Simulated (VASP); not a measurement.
# CdO (Fm-3m) in VASP: further runs, part 2 of 2

VASP 6.6.1. The steps go on from the part before.

## Step 4: Single point, PBE

Contents of INCAR:

```
PREC = Accurate
ENCUT = 700
EDIFF = 1E-6
ISMEAR = 0
SIGMA = 0.1
LREAL = F
LASPH = T
NELM = 120
ALGO = Normal
ISIF = 2
LWAVE = F
LCHARG = T
GGA = PE
LELF = T
LVHAR = T
NBANDS = 20
GGA_COMPAT = F
```

Contents of KPOINTS:

```
regular mesh
0
Gamma
  5 5 5
```

Contents of POSCAR:

```
CdO
1.0
    0.0000000000      2.3609927699      2.3609927699
    2.3609927699      0.0000000000      2.3609927699
    2.3609927699      2.3609927699      0.0000000000
Cd O
1 1
Direct
    0.0000000000      0.0000000000      0.0000000000
    0.5000000000      0.5000000000      0.5000000000
```

Potentials or basis: VASP PAW PBE potentials, release 64 (Cd_sv_GW, O).

The run is started by

```bash
cat potpaw_PBE.64/Cd_sv_GW/POTCAR potpaw_PBE.64/O/POTCAR > POTCAR
mpirun -np 1 vasp_std > vasp.out
```

OUTCAR:

```text
PREC = Accurate
   ENCUT = 700
   EDIFF = 1E-6
   ISMEAR = 0
   LREAL = F
   LASPH = T
   NELM = 120
   ISIF = 2
   GGA = PE

 ion  position               nearest neighbor table
   1  0.000  0.000  0.000-
   2  0.500  0.500  0.500-

  LATTYP: Found a face centered cubic cell.
 ALAT       =     4.7219855398

  Lattice vectors:

 A1 = (   0.0000000000,   2.3609927699,   2.3609927699)
 A2 = (   2.3609927699,   0.0000000000,   2.3609927699)
 A3 = (   2.3609927699,   2.3609927699,   0.0000000000)

Analysis of symmetry for initial positions (statically):
=====================================================================
 Subroutine PRICEL returns:
 Original cell was already a primitive cell.

 Routine SETGRP: Setting up the symmetry group for a
 face centered cubic supercell.

 Subroutine GETGRP returns: Found 48 space group operations
 (whereof 48 operations were pure point group operations)
 out of a pool of 48 trial point group operations.

The static configuration has the point symmetry O_h .

Analysis of symmetry for dynamics (positions and initial velocities):
=====================================================================
 Subroutine PRICEL returns:
 Original cell was already a primitive cell.

 Routine SETGRP: Setting up the symmetry group for a
 face centered cubic supercell.

 Subroutine GETGRP returns: Found 48 space group operations
 (whereof 48 operations were pure point group operations)
 out of a pool of 48 trial point group operations.

The dynamic configuration has the point symmetry O_h .

 Subroutine INISYM returns: Found 48 space group operations
 (whereof 48 operations are pure point group operations),
 and found     1 'primitive' translations

----------------------------------------------------------------------------------------

[... 91 lines left out ...]
   EFERMI =   0.00;   METHOD = LEGACY
   ISMEAR =     0;   SIGMA  =   0.10  broadening in eV -4-tet -1-fermi 0-gaus
   EFERMI_NEDOS =   21; number of points for ismear=-14 and -15
   IALGO  =     38    algorithm
   IMIX   =      4    mixing-type and parameters
     AMIX     =   0.40;   BMIX     =  1.00
     AMIX_MAG =   1.60;   BMIX_MAG =  1.00
  volume/ion in A,a.u.               =      13.16        88.81
  Fermi-wavevector in a.u.,A,eV,Ry     =   1.630402  3.081013 36.167140  2.658210
  Thomas-Fermi vector in A             =   2.722709
   LORBIT       =      0    0 simple, 1 ext, 2 COOP (PROOUT), +10 PAW based schemes
   GGA     = PE    functional components
   LHFCALC =     F    Hartree Fock is set to
   AEXX    =    0.0000 exact exchange contribution
   IVDW    =     0    specifies the selected vdW correction
   LEPSILON=     F    determine dielectric tensor
   LRPA    =     F    only Hartree local field effects (RPA)
 non-spin polarized calculation
 Gauss-broadening in eV      SIGMA  =   0.10
  energy-cutoff  :      700.00
  volume of cell :       26.32
 maximum number of plane-waves:      1122
 NGX is ok and might be reduce to    30
   NGX = 15   NGY = 15   NGZ = 15

 number of electron      25.9999992 magnetization

 Free energy of the ion-electron system (eV)
  ---------------------------------------------------
  ext. energy  EPLUGINS =         0.00000000
  ---------------------------------------------------
  free energy    TOTEN  =        -7.82087195 eV

  energy without entropy =       -7.81838593  energy(sigma->0) =       -7.81962894

 E-fermi :   4.8068     XC(G=0): -11.8293

 val. band max:        4.6820487417   @ k =   0.4000   0.0000   0.0000
 cond. band min:       6.7546782103   @ k =   0.2000   0.0000   0.0000
 fundamental gap:      2.0726294685
 Fermi energy:         4.8067624650

 k-point     1 :       0.0000    0.0000    0.0000
  band No.  band energies     occupation
      1     -95.6330      2.00000
      2     -56.7113      2.00000
      3     -56.7113      2.00000
      4     -56.7113      2.00000
      5     -12.4488      2.00000
      6      -1.8735      2.00000
[... 219 lines left out ...]
     19      24.4733      0.00000
     20      29.1791      0.00000

------------------------ aborting loop because EDIFF is reached ----------------------------------------

  FORCE on cell =-STRESS in cart. coord.  units (eV):
  Direction    XX          YY          ZZ          XY          YZ          ZX
  --------------------------------------------------------------------------------------
  -------------------------------------------------------------------------------------
  Total        0.6277620      0.6277620      0.6277620      0.0000000      0.0000000      0.0000000
  in kB       38.2112874     38.2112874     38.2112874      0.0000000      0.0000000      0.0000000
  external PRESSURE =      38.2112874 kB  Pullay stress =       0.0000000 kB

 VOLUME and BASIS-vectors are now :
 -----------------------------------------------------------------------------
  energy-cutoff  :      700.00
  volume of cell :       26.32
      direct lattice vectors                 reciprocal lattice vectors
     0.000000000  2.360992770  2.360992770    -0.211775320  0.211775320  0.211775320
     2.360992770  0.000000000  2.360992770     0.211775320 -0.211775320  0.211775320
     2.360992770  2.360992770  0.000000000     0.211775320  0.211775320 -0.211775320

 POSITION                                       TOTAL-FORCE (eV/Angst)
 -----------------------------------------------------------------------------------
      0.00000      0.00000      0.00000         0.000000      0.000000      0.000000
      2.36099      2.36099      2.36099        -0.000000      0.000000     -0.000000
 -----------------------------------------------------------------------------------
    total drift:                                0.000000      0.000000      0.000000

  FREE ENERGIE OF THE ION-ELECTRON SYSTEM (eV)
  ---------------------------------------------------
  free  energy   TOTEN  =        -7.8208719491 eV

  energy  without entropy=       -7.8183859343  energy(sigma->0) =       -7.81962894
```

Wall time 14 s (1 thread of Intel Xeon Platinum 8259CL at 2.50GHz (Skylake/Cascade Lake), shared host); peak memory 0.18 GiB.

Results:

| Item | Value |
| --- | --- |
| Free energy | -7.8209 eV |
| Pressure | 3.8 GPa |
| Band gap on the k mesh | zero (bands 13 and 14 overlap by 0.32 eV) |

Caveat: the k points lie up to 0.46 Å⁻¹ apart; semilocal functionals underestimate gaps, and a narrow one can read as zero.

## Step 5: Single point, PBE

This run uses another cell than the first one, of 12.36 Å³/atom.

Contents of INCAR:

```
SYSTEM = CdO
ALGO = Normal ; EDIFF = 1E-6
ENCUT = 700 ; GGA = PE
GGA_COMPAT = .FALSE. ; ISIF = 2
ISMEAR = 0 ; ISYM = 0
LASPH = .TRUE. ; LCHARG = .FALSE.
LREAL = .FALSE. ; LWAVE = .FALSE.
NBANDS = 20 ; NELM = 120
PREC = Accurate ; SIGMA = 0.1
```

Contents of KPOINTS:

```
k-points
0
G
  2 6 5
  0 0 0
```

Contents of POSCAR:

```
CdO
1.0
    0.0000000000      2.3119752888      2.3119752888
    2.3119752888      0.0000000000      2.3119752888
    2.3119752888      2.3119752888      0.0000000000
Cd O
1 1
Direct
    0.0000000000      0.0000000000      0.0000000000
    0.5000000000      0.5000000000      0.5000000000
```

The run is started by

```bash
cat potpaw_PBE.64/Cd_sv_GW/POTCAR potpaw_PBE.64/O/POTCAR > POTCAR
mpirun -np 1 vasp_std > vasp.out
```

It took 22 s on 1 thread of Intel Xeon Platinum 8259CL at 2.50GHz (Skylake/Cascade Lake), shared host; peak memory 0.18 GiB.

The run converged, but its numbers aren't listed here, since they failed a check.

Caveat: the k points lie up to 0.98 Å⁻¹ apart, too coarse for converged energies, forces and pressures; semilocal functionals underestimate gaps, and a narrow one can read as zero.

## Step 6: Overview

| level | potentials or basis | k mesh | smearing | gap on the mesh (eV) | pressure (GPa) |
| --- | --- | --- | --- | --- | --- |
| LDA | VASP PAW LDA potentials, release 64 (Cd_sv_GW, O) | 4 × 4 × 4 | fermi-dirac 0.58 eV | none | -6.4 |
| PBE | VASP PAW PBE potentials, release 64 (Cd_sv_GW, O) | 2 × 2 × 2 | gaussian 0.1 eV | none | 11.4 |
| PBE | VASP PAW PBE potentials, release 64 (Cd_sv_GW, O) | 5 × 5 × 5 | gaussian 0.1 eV | none | 3.8 |

Alike in all rows: task single point; no spin polarisation; cell as given; cutoff (eV) 700.

Caveats: all runs use coarse meshes; semilocal functionals underestimate gaps, and a narrow one can read as zero; so wide a smearing shifts energies and pressures (at least some runs).

Absolute energies hang on the potentials; compare differences alone.

The gap in the log of VASP goes by the Fermi energy; the results here count the filled bands.